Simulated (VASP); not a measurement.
Here is a VASP 6.6.1 calculation.

The input POSCAR:

```
SiC
1.0
    3.0132068704      0.0000000000      0.0000000000
   -1.5066034352      2.6095136966      0.0000000000
    0.0000000000      0.0000000000      4.9449506768
Si C
2 2
Direct
    0.6666666667      0.3333333333      0.5000000000
    0.3333333333      0.6666666667      0.0000000000
    0.6666666667      0.3333333333      0.8850000000
    0.3333333333      0.6666666667      0.3850000000
```

The input INCAR.step1:

```
SYSTEM = SiC
PREC = Accurate
ENCUT = 520
ISMEAR = -1
SIGMA = 0.05
LREAL = .False.
LASPH = .True.
NELM = 80
NBANDS = 16
GGA = PE
ALGO = Normal
EDIFF = 1E-4
LWAVE = .True.
LCHARG = .False.
```

Contents of INCAR.step2:

```
SYSTEM = SiC
PREC = Accurate
ENCUT = 520
EDIFF = 1E-6
ISMEAR = -1
SIGMA = 0.05
LREAL = .False.
LASPH = .True.
NELM = 80
ALGO = Normal
ISIF = 2
LWAVE = .False.
LCHARG = .False.
METAGGA = R2SCAN
LMIXTAU = .True.
IVDW = 12
VDW_S6 = 1.0
VDW_S8 = 0.78981345
VDW_A1 = 0.49484001
VDW_A2 = 5.73083694
NBANDS = 16
ISTART = 1
```

The input KPOINTS:

```
Automatic mesh
0
Gamma
  10 10 5
  0 0 0
```

Potentials or basis: VASP PAW PBE potentials, release 64 (Si, C).

The run is started by

```bash
$ cat potpaw_PBE.64/Si/POTCAR potpaw_PBE.64/C/POTCAR > POTCAR
$ cp INCAR.step1 INCAR
$ mpirun -np 1 vasp_std > vasp.out
$ cp INCAR.step2 INCAR
$ mpirun -np 1 vasp_std > vasp.out
```

Problem. Predict the dispersion energy per atom.

Solution. -0.150 eV.

Problem. Predict the pressure.

Solution. 13.3 GPa.

Problem. Predict the largest force.

Solution. 0.873 eV/Å.

Problem. What does it give for the band gap on the k mesh?

Solution. 2.78 eV, indirect (least direct gap 4.74 eV).

Stress tensor (GPa, compression positive):
```
15.65  0.00  0.00
 0.00 15.65  0.00
 0.00  0.00  8.70
```

Caveat: the PAW data sets were made with another functional, which shifts forces and pressure a little. A k mesh can miss the band edges.
